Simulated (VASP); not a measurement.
A run of VASP 6.6.1 is set up as follows.

The input INCAR:

```
PREC = Accurate ; ENCUT = 600
EDIFF = 1E-6 ; ISMEAR = 0
SIGMA = 0.2 ; LREAL = F
LASPH = T ; NELM = 120
ALGO = Normal ; ISIF = 2
LWAVE = F ; LCHARG = T
GGA = PE ; LELF = T
LVHAR = T ; NBANDS = 44
GGA_COMPAT = F
```

Contents of KPOINTS:

```
regular mesh
0
Gamma
  4 4 4
```

File POSCAR:

```
Cu5Mo
1.0
    0.0000000000      3.3793019149      3.3793019149
    3.3793019149      0.0000000000      3.3793019149
    3.3793019149      3.3793019149      0.0000000000
Cu Mo
5 1
Direct
    0.6249649260      0.6249649260      0.1251052220
    0.1251052220      0.6249649260      0.6249649260
    0.6249649260      0.1251052220      0.6249649260
    0.6249649260      0.6249649260      0.6249649260
    0.2500000000      0.2500000000      0.2500000000
    0.0000000000      0.0000000000      0.0000000000
```

Potentials or basis: VASP PAW PBE potentials, release 64 (Cu, Mo_sv).

Launch:

```bash
$ cat potpaw_PBE.64/Cu/POTCAR potpaw_PBE.64/Mo_sv/POTCAR > POTCAR
$ mpirun -np 1 vasp_std > vasp.out
```

What does it give for the pressure?

0.0 GPa.

What does it give for the largest force?

0.018 eV/Å.

Forces on the atoms (eV/Å):
```
Cu   0.010  0.010 -0.010
Cu  -0.010  0.010  0.010
Cu   0.010 -0.010  0.010
Cu  -0.010 -0.010 -0.010
Cu   0.000  0.000  0.000
Mo   0.000  0.000  0.000
```

Caveat: the k points lie up to 0.40 Å⁻¹ apart.
